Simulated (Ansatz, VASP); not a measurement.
## PbF2 in VASP and in Ansatz

The input INCAR:

```
SYSTEM = PbF2
PREC = Accurate
ENCUT = 520
EDIFF = 1E-7
ISMEAR = 0
SIGMA = 0.05
LREAL = .FALSE.
LASPH = .TRUE.
NELM = 100
ALGO = Normal
ISIF = 2
LWAVE = .FALSE.
LCHARG = .FALSE.
GGA = PE
NBANDS = 21
```

Contents of KPOINTS:

```
regular mesh
0
G
  10 10 10
  0 0 0
```

POSCAR

```
PbF2
1.0
    0.0000000000      2.9443173724      2.9443173724
    2.9443173724      0.0000000000      2.9443173724
    2.9443173724      2.9443173724      0.0000000000
Pb F
1 2
Direct
    0.0000000000      0.0000000000      0.0000000000
    0.2500000000      0.2500000000      0.2500000000
    0.7500000000      0.7500000000      0.7500000000
```

Input for Ansatz:

```yaml
crystal:
  lattice:
    - [0.0, 2.9443173724, 2.9443173724]
    - [2.9443173724, 0.0, 2.9443173724]
    - [2.9443173724, 2.9443173724, 0.0]
  atoms:
    - { symbol: Pb, position: [0.0, 0.0, 0.0] }
    - { symbol: F, position: [0.25, 0.25, 0.25] }
    - { symbol: F, position: [0.75, 0.75, 0.75] }
basis:
  ecutwfc: 420
  ecutrho_ratio: 4
kpoints:
  mp_grid: { grid: [10, 10, 10] }
hamiltonian:
  xc: pbe
scf:
  occupations: { method: gaussian, width: 0.05 }
output:
  forces: true
  stress: true
  eigenvalues: true
```

Alike in both runs: task single point; functional PBE; k mesh 10 × 10 × 10; occupations gaussian, width 0.05 eV; no spin polarisation.

```csv
,VASP,Ansatz
version,VASP 6.6.1,Ansatz 0.2.0
potentials or method,"VASP PAW PBE potentials, release 64 (Pb_d, F), cutoff 520 eV","scalar-relativistic, plane waves, PAW"
valence electrons in the cell,28,28
```

|  | VASP | Ansatz | Ansatz less VASP |
| --- | --- | --- | --- |
| gap on the k mesh at the Fermi level (eV) | 4.42 | 4.43 | +0.004 |
| least direct gap on the mesh (eV) | 4.56 | 4.56 | +0.002 |
| pressure (GPa) | 4.1 | 4.3 | +0.20 |

Spin-orbit coupling is off throughout.
